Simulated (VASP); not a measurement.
Set up this calculation in VASP 6.6.1, as the native input.

```yaml
Task: single point
Functional: PBEsol
Potentials_or_basis: VASP PAW PBE potentials, release 64 (Na_pv)
Cutoff: 500 eV
k_mesh: 13 × 13 × 13
Occupations: methfessel-paxton, width 0.1 eV
Spin: no spin polarisation
Dipole_correction: no
Further_INCAR_settings: ALGO = Normal; EDIFF = 1e-06; NBANDS = 10
```

The structure of Na lies in POSCAR:

```
Na
1.0
    0.0000000000      2.2242666913      2.2242666913
    2.2242666913      0.0000000000      2.2242666913
    2.2242666913      2.2242666913      0.0000000000
Na
1
Direct
    0.0000000000      0.0000000000      0.0000000000
```

This isn't the form of Na at room conditions, which is bcc.

These files were run (other wordings do the same):

INCAR

```
  PREC = Accurate
  ENCUT = 500
  EDIFF = 1E-6
  ISMEAR = 1
  SIGMA = 0.1
  LREAL = False
  LASPH = True
  NELM = 120
  ALGO = Normal
  ISIF = 2
  LWAVE = False
  LCHARG = False
  GGA = PS
  NBANDS = 10
  GGA_COMPAT = False
```

KPOINTS

```
Automatic mesh
0
Gamma
  13 13 13
```

Potentials or basis: VASP PAW PBE potentials, release 64 (Na_pv).

Launch:

```bash
$ cat potpaw_PBE.64/Na_pv/POTCAR > POTCAR
$ mpirun -np 1 vasp_std > vasp.out
```

It gave:

```json
{
 "Pressure": "9.9 GPa",
 "Band gap on the k mesh": "zero (an odd number of electrons rules out a gap without spin polarisation)"
}
```

Caveat: the cell stands under pressure; the PAW data sets were made with another functional, which shifts forces and pressure a little.

Run time: 6.7 s on 1 thread of Intel(R) Xeon(R) Platinum 8559C (Emerald Rapids), on a shared host, peak memory 0.13 GiB.
